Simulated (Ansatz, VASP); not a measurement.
**Two plane-wave programs on Pb**

```
Pb
1.0
     3.50021    0.00000    0.00000
    -1.75010    3.03127    0.00000
     0.00000    0.00000    5.71581
Pb
2
Direct
  0.00000 0.00000 0.00000
  0.33333 0.66667 0.50000
```

Alike in both runs: task single point; functional PBEsol; k mesh 6 × 6 × 4; occupations gaussian, width 0.1 eV; no spin polarisation.

|  | VASP | Ansatz |
| --- | --- | --- |
| version | VASP 6.6.1 | Ansatz 0.2.0 |
| potentials or method | VASP PAW PBE potentials, release 64 (Pb_d), cutoff 500 eV | scalar-relativistic, plane waves, PAW |
| valence electrons in the cell | 28 | 28 |

VASP gave:

- gap on the k mesh at the Fermi level (eV): none
- pressure (GPa): -0.3
- traceless stress, the component that is largest in VASP (GPa): -0.18

Q: What did Ansatz give for the same quantities?

A: gap on the k mesh at the Fermi level (eV): none; pressure (GPa): -0.2; traceless stress, the component that is largest in VASP (GPa): -0.18.

VASP's potentials were made for PBE, not for PBEsol. A gap of «none» marks a metal or a gap that the smearing closes.

Neither program's run includes spin-orbit coupling.
